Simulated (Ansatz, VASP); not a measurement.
## Two plane-wave programs on GaN

```xyz
2
Lattice="0.0000 2.2490 2.2490 2.2490 0.0000 2.2490 2.2490 2.2490 0.0000" Properties=species:S:1:pos:R:3 pbc="T T T"
Ga    0.0000    0.0000    0.0000
N     3.3734    3.3734    3.3734
```

Alike in both runs: task single point; functional r2SCAN; k mesh 10 × 10 × 10; no spin polarisation.

```csv
,VASP,Ansatz
version,VASP 6.6.1,Ansatz 0.2.0
potentials or method,"VASP PAW PBE potentials, release 64 (Ga_d, N)","plane waves, PAW"
plane-wave cutoff (eV),520,500
occupations,"gaussian, width 0.01 eV",fixed
valence electrons in the cell,18,18
```

```tsv
	VASP	Ansatz	Ansatz less VASP
gap on the k mesh at the Fermi level (eV)	2.16	2.17	+0.009
pressure (GPa)	1.1	0.0	-1.10
```

VASP's potentials were made for PBE, not for r2SCAN.
